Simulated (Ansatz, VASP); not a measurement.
**One calculation of Al2Au, two programs**

Contents of INCAR:

```
PREC = Accurate ; ENCUT = 520
EDIFF = 1E-7 ; ISMEAR = -1
SIGMA = 0.05 ; LREAL = F
LASPH = T ; NELM = 60
ALGO = Normal ; ISIF = 2
LWAVE = F ; LCHARG = F
GGA = PE ; NBANDS = 16
```

KPOINTS

```
Automatic mesh
0
Gamma
  8 8 8
```

The input POSCAR:

```
Al2Au
1.0
    0.0000000000      2.9387583261      2.9387583261
    2.9387583261      0.0000000000      2.9387583261
    2.9387583261      2.9387583261      0.0000000000
Au Al
1 2
Direct
    0.0000000000      0.0000000000      0.0000000000
    0.7500000000      0.7500000000      0.7500000000
    0.2500000000      0.2500000000      0.2500000000
```

The input input.yaml:

```yaml
crystal:
  lattice:
    - [0.0, 2.9387583261, 2.9387583261]
    - [2.9387583261, 0.0, 2.9387583261]
    - [2.9387583261, 2.9387583261, 0.0]
  atoms:
    - { symbol: Au, position: [0.0, 0.0, 0.0] }
    - { symbol: Al, position: [0.75, 0.75, 0.75] }
    - { symbol: Al, position: [0.25, 0.25, 0.25] }
kpoints:
  mp_grid: { grid: [8, 8, 8] }
scf:
  occupations: { method: fermi_dirac, width: 0.05 }
hamiltonian:
  xc: pbe
  pseudopotentials: { kind: all_electron, lapw: { basis_error: 0.001 } }
output:
  forces: true
  stress: true
  eigenvalues: true
```

Change from the starting cell: volume scaled by 0.94.

Alike in both runs: task single point; functional PBE; k mesh 8 × 8 × 8; occupations fermi-dirac, width 0.05 eV; no spin polarisation.

|  | VASP | Ansatz |
| --- | --- | --- |
| version | VASP 6.6.1 | Ansatz 0.2.0 |
| potentials or method | VASP PAW PBE potentials, release 64 (Au, Al), cutoff 520 eV | all-electron LAPW, scalar-relativistic |

```csv
,VASP,Ansatz,Ansatz less VASP
gap on the k mesh at the Fermi level (eV),none,none,-
pressure (GPa),11.6,11.8,+0.27
```

A gap of «none» marks a metal or a gap that the smearing closes. Ansatz ran all-electron here, and VASP with PAW potentials.

Spin-orbit coupling is off throughout.
